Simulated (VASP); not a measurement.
Runs of VASP 6.6.1 on Ni. The structure is that of space group Pm-3m (No. 221), or close to it. The cells are those of the table. This isn't the form of Ni at room conditions, which is fcc.

```tsv
spin	cell	k mesh	gap on the mesh (eV)	pressure (GPa)	moment (μB)
collinear, ferromagnetic start	a = 3.387 Å, angles 60.0°, 2 atoms	13 × 13 × 13	none	-3.6	1.14
collinear, ferromagnetic start	a = 3.204 Å, angles 60.0°, 2 atoms	13 × 13 × 13	none	22.3	(a)
collinear, ferromagnetic start	a = 3.298 Å, angles 60.0°, 2 atoms	13 × 13 × 13	none	(d)	(c)
collinear, ferromagnetic start	a = 3.252 Å, angles 60.0°, 2 atoms	13 × 13 × 13	none	13.4	0.90
collinear, antiferromagnetic start	a = 3.343 Å, angles 60.0°, 2 atoms	12 × 12 × 12	none	0.1	0.00
collinear, ferromagnetic start	a = 3.343 Å, angles 60.0°, 2 atoms	13 × 13 × 13	none	0.8	1.05
collinear, ferromagnetic start	a = 3.430 Å, angles 60.0°, 2 atoms	13 × 13 × 13	none	-6.9	1.25
collinear, ferromagnetic start	a = 3.472 Å, angles 60.0°, 2 atoms	13 × 13 × 13	none	(b)	1.40
```

Alike in all rows: task single point; level BLYP; potentials or basis VASP PAW PBE potentials, release 64 (Ni); cutoff (eV) 520; smearing fermi-dirac 0.05 eV.

**Question.** Estimate the missing entries.

**Answer.** (a) 0.84; (b) -9.4; (c) 0.96; (d) 6.3.

Caveats: the PAW data sets were made with another functional, which shifts forces and pressure a little; the cell stands under tension (at least some runs); the cell stands under pressure (at least some runs); the moments typed at the start vanished in this run (at least some runs).

A gap of «none» marks levels without a gap at the run's occupations.
